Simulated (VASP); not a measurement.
# Be2C (Fm-3m) in VASP: further runs

The runs below take Be2C through single point, with HSE06, PBE0.

All numbers are computed with VASP 6.6.1; they aren't measurements. Logs are shortened: lines on timing, memory, paths and dates and some standing lists are left out, and cuts for length are marked.

## Step 1: The cell of the first run

The structure is cubic, space group Fm-3m (No. 225). The conventional cell has a = 4.321 Å, b = 4.321 Å, c = 4.321 Å, α = 90.00°, β = 90.00°, γ = 90.00°. Within 2.5 Å of C (site symmetry m-3m) lie 8 Be at 1.87 Å. Be (site symmetry -43m) has 4 C at 1.87 Å and 6 Be at 2.16 Å within 2.5 Å.

## Step 2: Single point, HSE06

POSCAR

```
Be2C
1.0
    0.0000000000      2.1604856406      2.1604856406
    2.1604856406      0.0000000000      2.1604856406
    2.1604856406      2.1604856406      0.0000000000
C Be
1 2
Direct
    0.0000000000      0.0000000000      0.0000000000
    0.2500000000      0.2500000000      0.2500000000
    0.7500000000      0.7500000000      0.7500000000
```

INCAR.step1

```
PREC = Accurate
ENCUT = 520
EDIFF = 1E-5
ISMEAR = 0
SIGMA = 0.01
LREAL = F
LASPH = T
NELM = 120
ALGO = Normal
ISIF = 2
LWAVE = T
LCHARG = F
GGA = PE
NBANDS = 11
GGA_COMPAT = F
```

INCAR.step2

```
PREC = Accurate
ENCUT = 520
EDIFF = 1E-6
ISMEAR = 0
SIGMA = 0.01
LREAL = F
LASPH = T
NELM = 120
ALGO = Normal
ISIF = 2
LWAVE = F
LCHARG = F
GGA = PE
LHFCALC = T
HFSCREEN = 0.2079
PRECFOCK = Normal
ISTART = 1
NBANDS = 11
GGA_COMPAT = F
```

KPOINTS

```
regular mesh
0
Gamma
  6 6 6
```

Potentials or basis: VASP PAW PBE potentials, release 64 (C, Be).

On the command line:

```console
$ cat potpaw_PBE.64/C/POTCAR potpaw_PBE.64/Be/POTCAR > POTCAR
$ cp INCAR.step1 INCAR
$ mpirun -np 1 vasp_std > vasp.out
$ cp INCAR.step2 INCAR
$ mpirun -np 1 vasp_std > vasp.out
```

OUTCAR:

```text
PREC = Accurate
   ENCUT = 520
   EDIFF = 1E-6
   ISMEAR = 0
   LREAL = F
   LASPH = T
   NELM = 120
   ISIF = 2
   GGA = PE
   LHFCALC = T
   HFSCREEN = 0.2079
   PRECFOCK = Normal
   ISTART = 1

 ion  position               nearest neighbor table
   1  0.000  0.000  0.000-   3 1.87   3 1.87   3 1.87   2 1.87   3 1.87   2 1.87   2 1.87   2 1.87

   2  0.250  0.250  0.250-   1 1.87   1 1.87   1 1.87   1 1.87   3 2.16   3 2.16   3 2.16   3 2.16
                             3 2.16   3 2.16
   3  0.750  0.750  0.750-   1 1.87   1 1.87   1 1.87   1 1.87   2 2.16   2 2.16   2 2.16   2 2.16
                             2 2.16   2 2.16

  LATTYP: Found a face centered cubic cell.
 ALAT       =     4.3209712812

  Lattice vectors:

 A1 = (   0.0000000000,   2.1604856406,   2.1604856406)
 A2 = (   2.1604856406,   0.0000000000,   2.1604856406)
 A3 = (   2.1604856406,   2.1604856406,   0.0000000000)

Analysis of symmetry for initial positions (statically):
=====================================================================
 Subroutine PRICEL returns:
 Original cell was already a primitive cell.

 Routine SETGRP: Setting up the symmetry group for a
 face centered cubic supercell.

 Subroutine GETGRP returns: Found 48 space group operations
 (whereof 48 operations were pure point group operations)
 out of a pool of 48 trial point group operations.

The static configuration has the point symmetry O_h .

Analysis of symmetry for dynamics (positions and initial velocities):
=====================================================================
 Subroutine PRICEL returns:
 Original cell was already a primitive cell.

 Routine SETGRP: Setting up the symmetry group for a
 face centered cubic supercell.

 Subroutine GETGRP returns: Found 48 space group operations
 (whereof 48 operations were pure point group operations)
 out of a pool of 48 trial point group operations.

The dynamic configuration has the point symmetry O_h .

 Subroutine INISYM returns: Found 48 space group operations
 (whereof 48 operations are pure point group operations),
 and found     1 'primitive' translations

----------------------------------------------------------------------------------------

                                     Primitive cell

  volume of cell :      20.1690

  direct lattice vectors                    reciprocal lattice vectors
     0.000000000  2.160485641  2.160485641    -0.231429448  0.231429448  0.231429448
     2.160485641  0.000000000  2.160485641     0.231429448 -0.231429448  0.231429448
     2.160485641  2.160485641  0.000000000     0.231429448  0.231429448 -0.231429448

  length of vectors
     3.055388094  3.055388094  3.055388094     0.400847563  0.400847563  0.400847563

  position of ions in fractional coordinates (direct lattice)
     0.000000000  0.000000000  0.000000000
     0.250000000  0.250000000  0.250000000
     0.750000000  0.750000000  0.750000000

  ion indices of the primitive-cell ions
   primitive index   ion index
                 1           1
                 2           2
                 3           3

----------------------------------------------------------------------------------------

 KPOINTS: regular mesh

Automatic generation of k-mesh.
 Grid dimensions read from file:
 generate k-points for:    6    6    6

 Generating k-lattice:

  Cartesian coordinates                     Fractional coordinates (reciprocal lattice)
    -0.038571575  0.038571575  0.038571575     0.166666667  0.000000000  0.000000000
     0.038571575 -0.038571575  0.038571575     0.000000000  0.166666667  0.000000000
     0.038571575  0.038571575 -0.038571575     0.000000000  0.000000000  0.166666667

  Length of vectors
     0.066807927  0.066807927  0.066807927

  Shift w.r.t. Gamma in fractional coordinates (k-lattice)
     0.000000000  0.000000000  0.000000000

 Subroutine IBZKPT returns following result:
 ===========================================

 Found     16 irreducible k-points:

 Following reciprocal coordinates:
            Coordinates               Weight
  0.000000  0.000000  0.000000      1.000000
  0.166667  0.000000  0.000000      8.000000
  0.333333  0.000000  0.000000      8.000000
  0.500000  0.000000  0.000000      4.000000
  0.166667  0.166667  0.000000      6.000000
  0.333333  0.166667  0.000000     24.000000
[... 8 lines left out ...]
 -0.333333  0.333333  0.166667     24.000000
 -0.333333  0.500000  0.166667     12.000000
   k-points           NKPTS =     16   k-points in BZ     NKDIM =    216   number of bands    NBANDS=     11
   number of dos      NEDOS =    301   number of ions     NIONS =      3
   total plane-waves  NPLWV =  13824
   dimension x,y,z NGX =    24 NGY =   24 NGZ =   24
   dimension x,y,z NGXF=    48 NGYF=   48 NGZF=   48
   ions per type =               1   2
   NGX,Y,Z   is equivalent  to a cutoff of  13.06, 13.06, 13.06 a.u.
   NGXF,Y,Z  is equivalent  to a cutoff of  26.12, 26.12, 26.12 a.u.
 SYSTEM =  unknown system
   PREC   = accura    normal or accurate (medium, high low for compatibility)
   ISTART =      1    job   : 0-new  1-cont  2-samecut
   ICHARG =      0    charge: 1-file 2-atom 10-const
   ISPIN  =      1    spin polarized calculation?
   LNONCOLLINEAR =      F non collinear calculations
   LSORBIT =      F    spin-orbit coupling
   LASPH  =      T    aspherical Exc in radial PAW
   ENCUT  =  520.0 eV  38.22 Ry    6.18 a.u.   5.68  5.68  5.68*2*pi/ulx,y,z
   NELM   =    120;   NELMIN=  2; NELMDL=  0     # of ELM steps
   EDIFF  = 0.1E-05   stopping-criterion for ELM
   LREAL  =      F    real-space projection
   EDIFFG = 0.1E-04   stopping-criterion for IOM
   NSW    =      0    number of steps for IOM
   IBRION =     -1    ionic relax: 0-MD 1-quasi-New 2-CG
   NFREE  =      0    steps in history (QN), initial steepest desc. (CG)
   ISIF   =      2    stress and relaxation
   ISYM   =      3    0-nonsym 1-usesym 2-fastsym
   POTIM  = 0.5000    time-step for ionic-motion
   TEBEG  =    0.0;   TEEND  =   0.0 temperature during run
   PSTRESS=    0.0 pullay stress
   NELECT =       8.0000    total number of electrons
   NUPDOWN=      -1.0000    fix difference up-down
   EMIN   =  10.00;   EMAX   =-10.00  energy-range for DOS
   EFERMI =   0.00;   METHOD = LEGACY
   ISMEAR =     0;   SIGMA  =   0.01  broadening in eV -4-tet -1-fermi 0-gaus
   EFERMI_NEDOS =   21; number of points for ismear=-14 and -15
   IALGO  =     38    algorithm
   IMIX   =      1    mixing-type and parameters
     AMIX     =   0.40;   BMIX     =  1.00
     AMIX_MAG =   1.60;   BMIX_MAG =  1.00
  volume/ion in A,a.u.               =       6.72        45.37
  Fermi-wavevector in a.u.,A,eV,Ry     =   1.202846  2.273050 19.685440  1.446839
  Thomas-Fermi vector in A             =   2.338616
   LORBIT       =      0    0 simple, 1 ext, 2 COOP (PROOUT), +10 PAW based schemes
   GGA     = PE    functional components
   LHFCALC =     T    Hartree Fock is set to
   PRECFOCK=normal    Normal, Fast or Accurate (Low or Medium for compatibility)
   ENCUT4O =  -1.0   cutoff for four orbital integrals eV
   NKREDX  =     1    reduce k-point grid by
   NKREDY  =     1    reduce k-point grid by
   NKREDZ  =     1    reduce k-point grid by
   AEXX    =    0.2500 exact exchange contribution
   HFSCREEN=    0.2079 screening length (either q_TF or 0.3 A-1)
   HFSCREENC=   0.2079 screening length for correlation (either q_TF or 0.3 A-1)
   ENCUTFOCK=  -1.0 apply spherical cutoff to Coloumb kernel
   IVDW    =     0    specifies the selected vdW correction
   LEPSILON=     F    determine dielectric tensor
   LRPA    =     F    only Hartree local field effects (RPA)
 non-spin polarized calculation
 Gauss-broadening in eV      SIGMA  =   0.01
  energy-cutoff  :      520.00
  volume of cell :       20.17
 maximum number of plane-waves:       556
  NGX = 18; NGY = 18; NGZ = 18

 number of electron       8.0000000 magnetization

 Free energy of the ion-electron system (eV)
  ---------------------------------------------------
  ext. energy  EPLUGINS =         0.00000000
  ---------------------------------------------------
  free energy    TOTEN  =       -19.07423048 eV

  energy without entropy =      -19.07423048  energy(sigma->0) =      -19.07423048

 E-fermi :   7.3732     XC(G=0):  -9.4116

 val. band max:        7.3162071296   @ k =   0.0000   0.0000   0.0000
 cond. band min:       9.2167268869   @ k =   0.5000   0.5000   0.0000
 fundamental gap:      1.9005197573
 Fermi energy:         7.3731662190

 k-point     1 :       0.0000    0.0000    0.0000
  band No.  band energies     occupation
      1      -9.4352      2.00000
      2       7.3162      2.00000
      3       7.3162      2.00000
      4       7.3162      2.00000
      5      12.4422      0.00000
      6      12.4422      0.00000
      7      12.4422      0.00000
      8      15.3773      0.00000
      9      22.0000      0.00000
     10      22.0000      0.00000
     11      22.0000      0.00000

 k-point     2 :       0.1667    0.0000    0.0000
  band No.  band energies     occupation
      1      -8.9474      2.00000
      2       4.1860      2.00000
      3       6.5713      2.00000
      4       6.5713      2.00000
      5      13.4847      0.00000
      6      13.4847      0.00000
      7      14.0568      0.00000
      8      16.4521      0.00000
      9      20.0412      0.00000
     10      20.0412      0.00000
     11      23.0904      0.00000

 k-point     3 :       0.3333    0.0000    0.0000
  band No.  band energies     occupation
      1      -7.5677      2.00000
      2      -0.0386      2.00000
      3       5.6306      2.00000
      4       5.6306      2.00000
      5      13.7561      0.00000
      6      13.7561      0.00000
      7      15.1611      0.00000
      8      18.0208      0.00000
      9      21.0958      0.00000
     10      21.0958      0.00000
     11      25.2862      0.00000

 k-point     4 :       0.5000    0.0000    0.0000
  band No.  band energies     occupation
      1      -6.2751      2.00000
      2      -2.3579      2.00000
      3       5.2907      2.00000
      4       5.2907      2.00000
      5      13.3451      0.00000
      6      13.3451      0.00000
      7      15.6023      0.00000
      8      18.5585      0.00000
      9      23.6348      0.00000
     10      23.6348      0.00000
     11      26.3340      0.00000

 k-point     5 :       0.1667    0.1667    0.0000
  band No.  band energies     occupation
      1      -8.7878      2.00000
      2       5.1989      2.00000
      3       5.1989      2.00000
      4       5.4666      2.00000
      5      12.8422      0.00000
      6      14.5789      0.00000
      7      15.1633      0.00000
      8      15.1633      0.00000
      9      19.4341      0.00000
     10      23.6666      0.00000
     11      23.6666      0.00000
[... 99 lines left out ...]
 k-point    13 :       0.5000    0.5000    0.0000
  band No.  band energies     occupation
      1      -5.4211      2.00000
      2      -0.2584      2.00000
      3       2.0969      2.00000
      4       2.0969      2.00000
      5       9.2167      0.00000
      6      14.0998      0.00000
      7      22.4311      0.00000
      8      22.4311      0.00000
      9      24.6804      0.00000
     10      25.2222      0.00000
     11      25.2222      0.00000

 k-point    14 :       0.5000    0.3333    0.1667
  band No.  band energies     occupation
      1      -6.4780      2.00000
      2       0.3247      2.00000
      3       2.0477      2.00000
      4       3.6137      2.00000
      5      13.3029      0.00000
      6      15.5816      0.00000
      7      16.1291      0.00000
      8      19.7616      0.00000
      9      21.5477      0.00000
     10      24.1570      0.00000
     11      26.7451      0.00000

 k-point    15 :      -0.3333    0.3333    0.1667
  band No.  band energies     occupation
      1      -5.4581      2.00000
      2      -0.9966      2.00000
      3       1.7290      2.00000
      4       2.5991      2.00000
      5      13.7208      0.00000
      6      15.7280      0.00000
      7      18.9623      0.00000
      8      19.6563      0.00000
      9      20.7673      0.00000
     10      23.1374      0.00000
     11      26.9860      0.00000

 k-point    16 :      -0.3333    0.5000    0.1667
  band No.  band energies     occupation
      1      -5.1733      2.00000
      2       0.2132      2.00000
      3       0.8342      2.00000
      4       1.3599      2.00000
      5      12.2778      0.00000
      6      16.0659      0.00000
      7      18.7879      0.00000
      8      20.7403      0.00000
      9      23.0090      0.00000
     10      24.3740      0.00000
     11      25.8294      0.00000

------------------------ aborting loop because EDIFF is reached ----------------------------------------

  FORCE on cell =-STRESS in cart. coord.  units (eV):
  Direction    XX          YY          ZZ          XY          YZ          ZX
  --------------------------------------------------------------------------------------
  -------------------------------------------------------------------------------------
  Total       -0.2411872     -0.2411872     -0.2411872      0.0000000      0.0000000      0.0000000
  in kB      -19.1593453    -19.1593453    -19.1593453      0.0000000      0.0000000      0.0000000
  external PRESSURE =     -19.1593453 kB  Pullay stress =       0.0000000 kB

 VOLUME and BASIS-vectors are now :
 -----------------------------------------------------------------------------
  energy-cutoff  :      520.00
  volume of cell :       20.17
      direct lattice vectors                 reciprocal lattice vectors
     0.000000000  2.160485641  2.160485641    -0.231429448  0.231429448  0.231429448
     2.160485641  0.000000000  2.160485641     0.231429448 -0.231429448  0.231429448
     2.160485641  2.160485641  0.000000000     0.231429448  0.231429448 -0.231429448

 POSITION                                       TOTAL-FORCE (eV/Angst)
 -----------------------------------------------------------------------------------
      0.00000      0.00000      0.00000        -0.000000      0.000000     -0.000000
      1.08024      1.08024      1.08024        -0.000000     -0.000000     -0.000000
      3.24073      3.24073      3.24073         0.000000      0.000000      0.000000
 -----------------------------------------------------------------------------------
    total drift:                                0.000000      0.000000      0.000000

  FREE ENERGIE OF THE ION-ELECTRON SYSTEM (eV)
  ---------------------------------------------------
  free  energy   TOTEN  =       -19.0742304849 eV

  energy  without entropy=      -19.0742304849  energy(sigma->0) =      -19.07423048
```

Wall time 11 min (1 thread of Intel Xeon 8259CL, shared host); peak memory 0.24 GiB.

What came out:

* Free energy: -19.0742 eV
* Pressure: -1.9 GPa
* Band gap on the k mesh: 1.90 eV (least direct gap 5.13 eV)

Caveat: the PAW data sets were made with another functional, which shifts forces and pressure a little.

## Step 3: Single point, PBE0

POSCAR is that of step 2.

INCAR.step1

```
  ALGO = Normal
  EDIFF = 1E-5
  ENCUT = 520
  GGA = PE
  GGA_COMPAT = False
  ISIF = 2
  ISMEAR = 0
  LASPH = True
  LCHARG = False
  LREAL = False
  LWAVE = True
  NBANDS = 11
  NELM = 120
  PREC = Accurate
  SIGMA = 0.01
```

INCAR.step2

```
  AEXX = 0.25
  ALGO = Normal
  EDIFF = 1E-6
  ENCUT = 520
  GGA = PE
  GGA_COMPAT = False
  ISIF = 2
  ISMEAR = 0
  ISTART = 1
  LASPH = True
  LCHARG = False
  LHFCALC = True
  LREAL = False
  LWAVE = False
  NBANDS = 11
  NELM = 120
  PREC = Accurate
  PRECFOCK = Normal
  SIGMA = 0.01
```

KPOINTS

```
k-points
0
Gamma
  6 6 6
```

Potentials or basis: VASP PAW PBE potentials, release 64 (C, Be).

On the command line:

```console
$ cat potpaw_PBE.64/C/POTCAR potpaw_PBE.64/Be/POTCAR > POTCAR
$ cp INCAR.step1 INCAR
$ mpirun -np 1 vasp_std > vasp.out
$ cp INCAR.step2 INCAR
$ mpirun -np 1 vasp_std > vasp.out
```

Run time: 8.1 min. Hardware: 1 thread of Intel Xeon 8259CL, shared host; peak memory 0.14 GiB.

It converged, with:

* Free energy: -19.7479 eV
* Pressure: -1.9 GPa
* Band gap on the k mesh: 2.62 eV (least direct gap 5.85 eV)

Levels at points of the mesh, in eV from the valence-band top:
| k point | band 1 | band 2 | band 3 | band 4 | band 5 | band 6 | band 7 | band 8 |
| --- | --- | --- | --- | --- | --- | --- | --- | --- |
| (0.00, 0.00, 0.00) | -16.82 | 0.00 | 0.00 | 0.00 | 5.85 | 5.85 | 5.85 | 8.81 |
| (0.50, 0.00, 0.00) | -13.65 | -9.75 | -2.05 | -2.05 | 6.76 | 6.76 | 9.04 | 12.00 |
| (0.50, 0.50, 0.00) | -12.80 | -7.64 | -5.26 | -5.26 | 2.62 | 7.53 | 15.88 | 15.88 |

Caveat: the PAW data sets were made with another functional, which shifts forces and pressure a little. A k mesh can miss the band edges.
